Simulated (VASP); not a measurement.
Runs of VASP 6.6.1 on Ti. The structure is that of space group P6/mmm (No. 191), or close to it. The cells are those of the table. 

```csv
task,cell,k mesh,cutoff (eV),smearing,gap on the mesh (eV),pressure (GPa),relaxed volume (Å³/atom)
relaxation of cell and atoms,"relaxed from a = 4.580, b = 4.580, c = 2.832 Å, angles 90.0, 90.0, 120.0°, 3 atoms",12 × 12 × 14,600,fermi-dirac 0.15 eV,none,0.0,17.17
relaxation of shape and atoms at fixed volume,"relaxed from a = 4.559, b = 4.559, c = 2.811 Å, angles 90.0, 90.0, 120.0°, 3 atoms",12 × 12 × 14,600,fermi-dirac 0.15 eV,none,2.0,-
relaxation of cell and atoms,"relaxed from a = 4.567, b = 4.567, c = 2.826 Å, angles 90.0, 90.0, 120.0°, 3 atoms",12 × 12 × 14,600,gaussian 0.1 eV,none,0.0,17.13
single point,"a = 4.580, b = 4.580, c = 2.832 Å, angles 90.0, 90.0, 120.0°, 3 atoms",9 × 9 × 12,520,gaussian 0.1 eV,none,(a),-
relaxation of shape and atoms at fixed volume,"relaxed from a = 4.620, b = 4.620, c = 2.848 Å, angles 90.0, 90.0, 120.0°, 3 atoms",12 × 12 × 14,600,fermi-dirac 0.15 eV,none,-2.3,-
```

Alike in all rows: level PBE; potentials or basis VASP PAW PBE potentials, release 64 (Ti_sv); no spin polarisation.

Fill in the values left out.

(a) -0.2.

A gap of «none» marks levels without a gap at the run's occupations.
